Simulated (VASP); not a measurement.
**Te5Pd: relaxation of cell and atoms with PBE**

Te5Pd:

```
Te Pd
1.0
     2.95655    1.70697    5.24904
    -2.95655    1.70697    5.24904
     0.00000   -3.41393    5.24904
Te Pd
5 1
Direct
  0.14302 0.14302 0.14302
  0.61761 0.38239 0.00000
  0.00000 0.61761 0.38239
  0.85698 0.85698 0.85698
  0.38239 0.00000 0.61761
  0.50000 0.50000 0.50000
```

The cell was generated, and may not be a known phase.

```
Program                : VASP 6.6.1
Task                   : relaxation of cell and atoms
Functional             : PBE
Potentials or basis    : VASP PAW PBE potentials, release 64 (Te, Pd)
Cutoff                 : 600 eV
k mesh                 : 6 × 6 × 6
Occupations            : gaussian, width 0.1 eV
Spin                   : no spin polarisation
Dipole correction      : no
Further INCAR settings : ALGO = Normal; EDIFF = 1e-06; IBRION = 2; EDIFFG = -0.04; NSW = 90; ISIF = 3
```

- Relaxed volume: 29.60 Å³/atom
- Relaxed cell: a = 5.645 Å, b = 5.645 Å, c = 5.645 Å, α = 84.57°, β = 84.57°, γ = 84.57°
- Space group after relaxing (to 0.1 Å): R32 (No. 155)
- Energy gained by relaxing: 237.7 meV/atom
- Ionic steps: 45
- Pressure after relaxing: 0.0 GPa
- Largest force after relaxing: 0.028 eV/Å
- Band gap on the k mesh: zero (bands 20 and 21 overlap by 1.02 eV)

Forces on the atoms (eV/Å):
```
Te   0.000  0.000 -0.028
Te  -0.021  0.000  0.000
Te   0.011 -0.019  0.000
Te   0.000  0.000  0.028
Te   0.011  0.019  0.000
Pd   0.000  0.000  0.000
```

Stress tensor (GPa, compression positive):
```
-0.09  0.00  0.00
 0.00 -0.09  0.00
 0.00  0.00  0.15
```

The path:
```
step  energy change (eV)  largest force (eV/Å)  pressure (GPa)  volume (Å³)
   1              0.0000                0.0922           -0.35       158.94
   3             -0.0374                0.0309            1.01       155.41
   5             -0.0822                0.0414           -0.60       160.20
   7             -0.5101                0.6201           -4.47       179.09
   9             -0.6333                0.7036           -4.97       183.11
  11             -0.6407                0.7117           -5.05       183.82
  13             -0.6557                0.7378           -5.31       186.88
  15             -0.7054                0.7392           -5.10       185.73
  17             -0.9000                0.7377           -3.94       180.58
  19             -1.0249                0.5681            3.74       160.58
  21             -1.1253                0.6705            0.20       167.92
  23             -1.1646                0.5608            0.32       167.78
  25             -1.2565                0.1724            1.37       167.17
  27             -1.2816                0.1578           -0.25       172.43
  29             -1.2997                0.1359           -0.14       173.44
  31             -1.3218                0.2814           -0.07       175.66
  33             -1.3589                0.0903           -1.72       182.36
  35             -1.3673                0.0861           -1.70       182.47
  37             -1.3926                0.1189           -1.59       182.89
  39             -1.3976                0.2189           -1.46       183.11
  41             -1.4225                0.0367            0.08       177.89
  43             -1.4231                0.0358            0.00       178.09
  45             -1.4263                0.0278           -0.01       177.60
```

Final structure:
```
Te Pd
1.0
     3.79804    2.19280    3.55403
    -3.79804    2.19280    3.55403
     0.00000   -4.38560    3.55403
Te Pd
5 1
Direct
  0.14483 0.14483 0.14483
  0.53353 0.46647 0.00000
  0.00000 0.53353 0.46647
  0.85517 0.85517 0.85517
  0.46647 0.00000 0.53353
  0.50000 0.50000 0.50000
```

Levels at points of the mesh, in eV from the Fermi level:
```csv
k point,band 16,band 17,band 18,band 19,band 20,band 21,band 22,band 23,band 24
"(0.00, 0.00, 0.00)",-2.31,-1.29,-1.29,-1.08,-0.59,-0.59,-0.49,1.58,1.58
"(0.50, 0.00, 0.00)",-1.73,-1.16,-1.08,-0.91,-0.34,-0.31,-0.21,1.71,1.90
"(0.50, 0.50, 0.00)",-1.88,-1.52,-0.66,-0.34,0.28,0.34,2.03,2.20,2.60
"(0.50, 0.50, 0.50)",-0.68,-0.68,-0.33,-0.33,0.28,1.89,1.89,2.13,2.13
```

Wall time 45 min on 1 thread of Intel(R) Xeon(R) 6975P-C (Granite Rapids) (shared host), peak memory 0.49 GiB.

Caveat: spin-orbit coupling is left out, which moves the levels of the heavy elements.
